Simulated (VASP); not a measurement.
# NaCu (Pm-3m) in VASP: further runs

The runs below take NaCu through single point, with r2SCAN.

All numbers are computed with VASP 6.6.1; they aren't measurements. Logs are shortened: lines on timing, memory, paths and dates and some standing lists are left out, and cuts for length are marked.

### Step 1. The cell of the first run

It takes space group Pm-3m (No. 221, cubic). The conventional cell has a = 3.368 Å, b = 3.368 Å, c = 3.368 Å, α = 90.00°, β = 90.00°, γ = 90.00°. Within 3.8 Å of Na (site symmetry m-3m) lie 8 Cu at 2.92 Å and 6 Na at 3.37 Å. Cu (site symmetry m-3m) has 8 Na at 2.92 Å and 6 Cu at 3.37 Å within 3.8 Å.

### Step 2. Single point, r2SCAN

POSCAR reads:

```
NaCu
1.0
    3.3675061791      0.0000000000      0.0000000000
    0.0000000000      3.3675061791      0.0000000000
    0.0000000000      0.0000000000      3.3675061791
Na Cu
1 1
Direct
    0.0000000000      0.0000000000      0.0000000000
    0.5000000000      0.5000000000      0.5000000000
```

INCAR.step1 reads:

```
SYSTEM = NaCu
PREC     = Accurate       ! precision mode
ENCUT    = 660            ! plane-wave cutoff, eV
ISMEAR   = 0              ! smearing method
SIGMA    = 0.1            ! smearing width, eV
LREAL    = .FALSE.        ! projectors in reciprocal space
LASPH    = .TRUE.         ! aspherical terms in the spheres
NELM     = 120            ! most SCF steps
NBANDS   = 16             ! bands
GGA      = PE             ! functional
ALGO     = Normal         ! electronic algorithm
EDIFF    = 1E-5           ! SCF threshold, eV
LWAVE    = .TRUE.         ! write WAVECAR
LCHARG   = .FALSE.        ! write CHGCAR
GGA_COMPAT= .FALSE.
```

INCAR.step2 reads:

```
SYSTEM = NaCu
PREC     = Accurate       ! precision mode
ENCUT    = 660            ! plane-wave cutoff, eV
EDIFF    = 1E-6           ! SCF threshold, eV
ISMEAR   = 0              ! smearing method
SIGMA    = 0.1            ! smearing width, eV
LREAL    = .FALSE.        ! projectors in reciprocal space
LASPH    = .TRUE.         ! aspherical terms in the spheres
NELM     = 120            ! most SCF steps
ALGO     = Normal         ! electronic algorithm
ISIF     = 2              ! what is computed and relaxed
LWAVE    = .FALSE.        ! write WAVECAR
LCHARG   = .FALSE.        ! write CHGCAR
METAGGA  = R2SCAN         ! meta-GGA
LMIXTAU  = .TRUE.       
NBANDS   = 16             ! bands
ISTART   = 1            
GGA_COMPAT= .FALSE.
```

KPOINTS reads:

```
Automatic mesh
0
G
  16 16 16
  0 0 0
```

Potentials or basis: VASP PAW PBE potentials, release 64 (Na_pv, Cu).

On the command line:

```console
$ cat potpaw_PBE.64/Na_pv/POTCAR potpaw_PBE.64/Cu/POTCAR > POTCAR
$ cp INCAR.step1 INCAR
$ mpirun -np 1 vasp_std > vasp.out
$ cp INCAR.step2 INCAR
$ mpirun -np 1 vasp_std > vasp.out
```

OUTCAR:

```text
SYSTEM = NaCu
   PREC = Accurate
   ENCUT = 660
   EDIFF = 1E-6
   ISMEAR = 0
   LREAL = .FALSE.
   LASPH = .TRUE.
   NELM = 120
   ISIF = 2
   METAGGA = R2SCAN
   ISTART = 1

 ion  position               nearest neighbor table
   1  0.000  0.000  0.000-
   2  0.500  0.500  0.500-

  LATTYP: Found a simple cubic cell.
 ALAT       =     3.3675061791

  Lattice vectors:

 A1 = (   3.3675061791,   0.0000000000,   0.0000000000)
 A2 = (   0.0000000000,   3.3675061791,   0.0000000000)
 A3 = (   0.0000000000,   0.0000000000,   3.3675061791)

Analysis of symmetry for initial positions (statically):
=====================================================================
 Subroutine PRICEL returns:
 Original cell was already a primitive cell.

 Routine SETGRP: Setting up the symmetry group for a
 simple cubic supercell.

 Subroutine GETGRP returns: Found 48 space group operations
 (whereof 48 operations were pure point group operations)
 out of a pool of 48 trial point group operations.

The static configuration has the point symmetry O_h .

Analysis of symmetry for dynamics (positions and initial velocities):
=====================================================================
 Subroutine PRICEL returns:
 Original cell was already a primitive cell.

 Routine SETGRP: Setting up the symmetry group for a
 simple cubic supercell.

 Subroutine GETGRP returns: Found 48 space group operations
 (whereof 48 operations were pure point group operations)
 out of a pool of 48 trial point group operations.

The dynamic configuration has the point symmetry O_h .

 Subroutine INISYM returns: Found 48 space group operations
 (whereof 48 operations are pure point group operations),
 and found     1 'primitive' translations

----------------------------------------------------------------------------------------

                                     Primitive cell

  volume of cell :      38.1878

  direct lattice vectors                    reciprocal lattice vectors
     3.367506179  0.000000000  0.000000000     0.296955654  0.000000000  0.000000000
     0.000000000  3.367506179  0.000000000     0.000000000  0.296955654  0.000000000
     0.000000000  0.000000000  3.367506179     0.000000000  0.000000000  0.296955654

  length of vectors
     3.367506179  3.367506179  3.367506179     0.296955654  0.296955654  0.296955654

  position of ions in fractional coordinates (direct lattice)
     0.000000000  0.000000000  0.000000000
     0.500000000  0.500000000  0.500000000

  ion indices of the primitive-cell ions
   primitive index   ion index
                 1           1
                 2           2

----------------------------------------------------------------------------------------

 KPOINTS: Automatic mesh

Automatic generation of k-mesh.
 Grid dimensions read from file:
 generate k-points for:   16   16   16

 Generating k-lattice:

  Cartesian coordinates                     Fractional coordinates (reciprocal lattice)
     0.018559728  0.000000000  0.000000000     0.062500000  0.000000000  0.000000000
     0.000000000  0.018559728  0.000000000     0.000000000  0.062500000  0.000000000
     0.000000000  0.000000000  0.018559728     0.000000000  0.000000000  0.062500000

  Length of vectors
     0.018559728  0.018559728  0.018559728

  Shift w.r.t. Gamma in fractional coordinates (k-lattice)
     0.000000000  0.000000000  0.000000000

 Subroutine IBZKPT returns following result:
 ===========================================

 Found    165 irreducible k-points:

 Following reciprocal coordinates:
            Coordinates               Weight
  0.000000  0.000000  0.000000      1.000000
  0.062500  0.000000  0.000000      6.000000
  0.125000  0.000000  0.000000      6.000000
  0.187500  0.000000  0.000000      6.000000
  0.250000  0.000000  0.000000      6.000000
  0.312500  0.000000  0.000000      6.000000
[... 16 lines left out ...]
  0.437500  0.125000  0.000000     24.000000
  0.500000  0.125000  0.000000     12.000000
 [... further k-points ...]
   k-points           NKPTS =    165   k-points in BZ     NKDIM =    165   number of bands    NBANDS=     16
   number of dos      NEDOS =    301   number of ions     NIONS =      2
   total plane-waves  NPLWV =  21952
   dimension x,y,z NGX =    28 NGY =   28 NGZ =   28
   dimension x,y,z NGXF=    56 NGYF=   56 NGZF=   56
   ions per type =               1   1
   NGX,Y,Z   is equivalent  to a cutoff of  13.82, 13.82, 13.82 a.u.
   NGXF,Y,Z  is equivalent  to a cutoff of  27.65, 27.65, 27.65 a.u.
 SYSTEM =  NaCu
   PREC   = accura    normal or accurate (medium, high low for compatibility)
   ISTART =      1    job   : 0-new  1-cont  2-samecut
   ICHARG =      0    charge: 1-file 2-atom 10-const
   ISPIN  =      1    spin polarized calculation?
   LNONCOLLINEAR =      F non collinear calculations
   LSORBIT =      F    spin-orbit coupling
   LASPH  =      T    aspherical Exc in radial PAW
   ENCUT  =  660.0 eV  48.51 Ry    6.96 a.u.   7.05  7.05  7.05*2*pi/ulx,y,z
   NELM   =    120;   NELMIN=  2; NELMDL=  0     # of ELM steps
   EDIFF  = 0.1E-05   stopping-criterion for ELM
   LREAL  =      F    real-space projection
   EDIFFG = 0.1E-04   stopping-criterion for IOM
   NSW    =      0    number of steps for IOM
   IBRION =     -1    ionic relax: 0-MD 1-quasi-New 2-CG
   NFREE  =      0    steps in history (QN), initial steepest desc. (CG)
   ISIF   =      2    stress and relaxation
   ISYM   =      2    0-nonsym 1-usesym 2-fastsym
   POTIM  = 0.5000    time-step for ionic-motion
   TEBEG  =    0.0;   TEEND  =   0.0 temperature during run
   PSTRESS=    0.0 pullay stress
   NELECT =      18.0000    total number of electrons
   NUPDOWN=      -1.0000    fix difference up-down
   EMIN   =  10.00;   EMAX   =-10.00  energy-range for DOS
   EFERMI =   0.00;   METHOD = LEGACY
   ISMEAR =     0;   SIGMA  =   0.10  broadening in eV -4-tet -1-fermi 0-gaus
   EFERMI_NEDOS =   21; number of points for ismear=-14 and -15
   IALGO  =     38    algorithm
   IMIX   =      4    mixing-type and parameters
     AMIX     =   0.40;   BMIX     =  1.00
     AMIX_MAG =   1.60;   BMIX_MAG =  1.00
  volume/ion in A,a.u.               =      19.09       128.85
  Fermi-wavevector in a.u.,A,eV,Ry     =   1.274062  2.407628 22.085443  1.623234
  Thomas-Fermi vector in A             =   2.406851
   LORBIT       =      0    0 simple, 1 ext, 2 COOP (PROOUT), +10 PAW based schemes
   METAGGA = R2SCAN    functional components
   LHFCALC =     F    Hartree Fock is set to
   AEXX    =    0.0000 exact exchange contribution
   IVDW    =     0    specifies the selected vdW correction
   LEPSILON=     F    determine dielectric tensor
   LRPA    =     F    only Hartree local field effects (RPA)
 non-spin polarized calculation
 Gauss-broadening in eV      SIGMA  =   0.10
  energy-cutoff  :      660.00
  volume of cell :       38.19
 maximum number of plane-waves:      1492
   NGX = 15   NGY = 15   NGZ = 15

 number of electron      17.9999995 magnetization

 Free energy of the ion-electron system (eV)
  ---------------------------------------------------
  ext. energy  EPLUGINS =         0.00000000
  ---------------------------------------------------
  free energy    TOTEN  =       -13.44776972 eV

  energy without entropy =      -13.44433175  energy(sigma->0) =      -13.44605074

 E-fermi :   2.6083     XC(G=0):  -9.8640

 val. band max:        2.6043190691   @ k =   0.5000   0.4375   0.0625
 cond. band min:       2.6195694254   @ k =   0.5000   0.2500   0.1250
 fundamental gap:      0.0152503563
 Fermi energy:         2.6083177261

 k-point     1 :       0.0000    0.0000    0.0000
  band No.  band energies     occupation
      1     -22.1663      2.00000
      2     -22.1663      2.00000
      3     -22.1663      2.00000
      4      -3.0970      2.00000
      5       0.0222      2.00000
      6       0.0222      2.00000
[... 8 lines left out ...]
     15      15.9631      0.00000
     16      23.0123      0.00000

 k-point     2 :       0.0625    0.0000    0.0000
  band No.  band energies     occupation
      1     -22.1687      2.00000
      2     -22.1662      2.00000
      3     -22.1662      2.00000
      4      -3.0415      2.00000
      5       0.0261      2.00000
      6       0.0321      2.00000
[... 8 lines left out ...]
     15      16.1927      0.00000
     16      22.0817      0.00000

 k-point     3 :       0.1250    0.0000    0.0000
  band No.  band energies     occupation
      1     -22.1753      2.00000
      2     -22.1656      2.00000
      3     -22.1656      2.00000
      4      -2.8763      2.00000
      5       0.0370      2.00000
      6       0.0615      2.00000
[... 8 lines left out ...]
     15      16.9185      0.00000
     16      20.8799      0.00000

 k-point     4 :       0.1875    0.0000    0.0000
  band No.  band energies     occupation
      1     -22.1851      2.00000
      2     -22.1648      2.00000
      3     -22.1648      2.00000
      4      -2.6062      2.00000
      5       0.0535      2.00000
      6       0.1100      2.00000
[... 8 lines left out ...]
     15      18.1242      0.00000
     16      19.6102      0.00000
[... 324 lines left out ...]
 k-point    22 :       0.3750    0.1250    0.0000
  band No.  band energies     occupation
      1     -22.2166      2.00000
      2     -22.1703      2.00000
      3     -22.1612      2.00000
      4      -1.1544      2.00000
      5       0.1413      2.00000
      6       0.3150      2.00000
[... 8 lines left out ...]
     15      17.1338      0.00000
     16      17.1910      0.00000

 k-point    23 :       0.4375    0.1250    0.0000
  band No.  band energies     occupation
      1     -22.2230      2.00000
      2     -22.1696      2.00000
      3     -22.1606      2.00000
      4      -0.8061      2.00000
      5       0.1553      2.00000
      6       0.3050      2.00000
[... 8 lines left out ...]
     15      16.6119      0.00000
     16      16.7007      0.00000

 k-point    24 :       0.5000    0.1250    0.0000
  band No.  band energies     occupation
      1     -22.2253      2.00000
      2     -22.1694      2.00000
      3     -22.1604      2.00000
      4      -0.6763      2.00000
      5       0.1609      2.00000
      6       0.2969      2.00000
[... 8 lines left out ...]
     15      16.0033      0.00000
     16      16.4199      0.00000

 [... further k-points ...]

------------------------ aborting loop because EDIFF is reached ----------------------------------------

  FORCE on cell =-STRESS in cart. coord.  units (eV):
  Direction    XX          YY          ZZ          XY          YZ          ZX
  --------------------------------------------------------------------------------------
  -------------------------------------------------------------------------------------
  Total        0.0230947      0.0230947      0.0230947     -0.0000000     -0.0000000     -0.0000000
  in kB        0.9689437      0.9689437      0.9689437     -0.0000000     -0.0000000     -0.0000000
  external PRESSURE =       0.9689437 kB  Pullay stress =       0.0000000 kB

 VOLUME and BASIS-vectors are now :
 -----------------------------------------------------------------------------
  energy-cutoff  :      660.00
  volume of cell :       38.19
      direct lattice vectors                 reciprocal lattice vectors
     3.367506179  0.000000000  0.000000000     0.296955654  0.000000000  0.000000000
     0.000000000  3.367506179  0.000000000     0.000000000  0.296955654  0.000000000
     0.000000000  0.000000000  3.367506179     0.000000000  0.000000000  0.296955654

 POSITION                                       TOTAL-FORCE (eV/Angst)
 -----------------------------------------------------------------------------------
      0.00000      0.00000      0.00000         0.000000      0.000000      0.000000
      1.68375      1.68375      1.68375         0.000000      0.000000      0.000000
 -----------------------------------------------------------------------------------
    total drift:                                0.000000      0.000000      0.000000

  FREE ENERGIE OF THE ION-ELECTRON SYSTEM (eV)
  ---------------------------------------------------
  free  energy   TOTEN  =       -13.4477697225 eV

  energy  without entropy=      -13.4443317531  energy(sigma->0) =      -13.44605074
```

Run time: 5.4 min. Hardware: 1 thread of Oxide Virtual Turin-like, shared host; peak memory 0.24 GiB.

What came out:

- Free energy: -13.4478 eV
- Pressure: 0.1 GPa
- Band gap on the k mesh: zero (bands 9 and 10 overlap by 4.22 eV)

Levels at points of the mesh, in eV from the Fermi level:
```tsv
k point	band 7	band 8	band 9	band 10	band 11	band 12
(0.00, 0.00, 0.00)	-2.01	-2.01	-2.01	7.62	7.62	7.62
(0.50, 0.00, 0.00)	-2.18	-1.99	-1.32	-1.23	9.38	9.38
(0.50, 0.50, 0.00)	-2.17	-1.81	0.47	1.04	1.04	5.44
(0.50, 0.50, 0.50)	-1.80	-1.80	2.99	2.99	2.99	3.84
```

Caveat: the PAW data sets were made with another functional, which shifts forces and pressure a little.

### Step 3. Single point, r2SCAN

POSCAR is that of step 2.

INCAR.step1 reads:

```
SYSTEM = NaCu
ALGO     = Normal         ! electronic algorithm
EDIFF    = 1E-5           ! SCF threshold, eV
ENCUT    = 660            ! plane-wave cutoff, eV
GGA      = PE             ! functional
GGA_COMPAT= .FALSE.      
ISMEAR   = 0              ! smearing method
LASPH    = .TRUE.         ! aspherical terms in the spheres
LCHARG   = .FALSE.        ! write CHGCAR
LREAL    = .FALSE.        ! projectors in reciprocal space
LWAVE    = .TRUE.         ! write WAVECAR
NBANDS   = 16             ! bands
NELM     = 120            ! most SCF steps
PREC     = Accurate       ! precision mode
SIGMA    = 0.1            ! smearing width, eV
```

INCAR.step2 reads:

```
SYSTEM = NaCu
ALGO     = Normal         ! electronic algorithm
EDIFF    = 1E-6           ! SCF threshold, eV
ENCUT    = 660            ! plane-wave cutoff, eV
GGA_COMPAT= .FALSE.      
ISIF     = 2              ! what is computed and relaxed
ISMEAR   = 0              ! smearing method
ISTART   = 1            
LASPH    = .TRUE.         ! aspherical terms in the spheres
LCHARG   = .FALSE.        ! write CHGCAR
LMIXTAU  = .TRUE.       
LREAL    = .FALSE.        ! projectors in reciprocal space
LWAVE    = .FALSE.        ! write WAVECAR
METAGGA  = R2SCAN         ! meta-GGA
NBANDS   = 16             ! bands
NELM     = 120            ! most SCF steps
PREC     = Accurate       ! precision mode
SIGMA    = 0.1            ! smearing width, eV
```

KPOINTS reads:

```
k-points
0
G
  18 18 18
  0 0 0
```

Potentials or basis: VASP PAW PBE potentials, release 64 (Na_pv, Cu).

On the command line:

```console
$ cat potpaw_PBE.64/Na_pv/POTCAR potpaw_PBE.64/Cu/POTCAR > POTCAR
$ cp INCAR.step1 INCAR
$ mpirun -np 1 vasp_std > vasp.out
$ cp INCAR.step2 INCAR
$ mpirun -np 1 vasp_std > vasp.out
```

It took 7.6 min on 1 thread of Oxide Virtual Turin-like, shared host; peak memory 0.28 GiB.

Results (log left out):

```
Free energy            : -13.4488 eV
Pressure               : 0.1 GPa
Band gap on the k mesh : zero (bands 9 and 10 overlap by 4.22 eV)
```

Levels at points of the mesh, in eV from the Fermi level:
```csv
k point,band 6,band 7,band 8,band 9,band 10,band 11,band 12,band 13
"(0.00, 0.00, 0.00)",-2.60,-2.02,-2.02,-2.02,7.61,7.61,7.61,8.81
"(0.50, 0.00, 0.00)",-2.20,-2.20,-2.00,-1.33,-1.24,9.37,9.37,10.87
"(0.50, 0.50, 0.00)",-2.18,-2.18,-1.82,0.46,1.03,1.03,5.43,12.45
"(0.50, 0.50, 0.50)",-2.53,-1.81,-1.81,2.98,2.98,2.98,3.83,7.10
```

Caveat: the PAW data sets were made with another functional, which shifts forces and pressure a little.
